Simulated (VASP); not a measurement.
Write the native input for VASP 6.6.1 that does the following.

```
Task                   : single point
Functional             : PBE
Potentials or basis    : VASP PAW PBE potentials, release 64 (Bi_d, Mo_sv)
Cutoff                 : 520 eV
k mesh                 : 12 × 12 × 16
Occupations            : gaussian, width 0.1 eV
Spin                   : no spin polarisation
Dipole correction      : no
Further INCAR settings : ALGO = Fast; EDIFF = 1e-06; NBANDS = 29
```

The structure of Bi2Mo lies in POSCAR:

```
Bi2Mo
1.0
    5.3742301753      0.0000000000      0.0000000000
   -2.6871150877      4.6542198576      0.0000000000
    0.0000000000      0.0000000000      3.0549000461
Bi Mo
2 1
Direct
    0.3333333333      0.6666666667      0.5000000000
    0.6666666667      0.3333333333      0.5000000000
    0.0000000000      0.0000000000      0.0000000000
```

One way to write it, as run:

INCAR

```
SYSTEM = Bi2Mo
PREC = Accurate ; ENCUT = 520
EDIFF = 1E-6 ; ISMEAR = 0
SIGMA = 0.1 ; LREAL = .FALSE.
LASPH = .TRUE. ; NELM = 100
ALGO = Fast ; ISIF = 2
LWAVE = .FALSE. ; LCHARG = .TRUE.
GGA = PE ; LELF = .TRUE.
LVHAR = .TRUE. ; NBANDS = 29
```

KPOINTS

```
Automatic mesh
0
G
  12 12 16
  0 0 0
```

Potentials or basis: VASP PAW PBE potentials, release 64 (Bi_d, Mo_sv).

Command:

```bash
$ cat potpaw_PBE.64/Bi_d/POTCAR potpaw_PBE.64/Mo_sv/POTCAR > POTCAR
$ mpirun -np 1 vasp_std > vasp.out
```

Results of the run:

| Item | Value |
| --- | --- |
| Pressure | 0.0 GPa |
| Band gap on the k mesh | zero (bands 22 and 23 overlap by 1.50 eV) |

Caveat: spin-orbit coupling is left out, which moves the levels of the heavy elements.

It took 7.1 min on 1 thread of Intel Xeon 8259CL, on a shared host, peak memory 0.44 GiB.
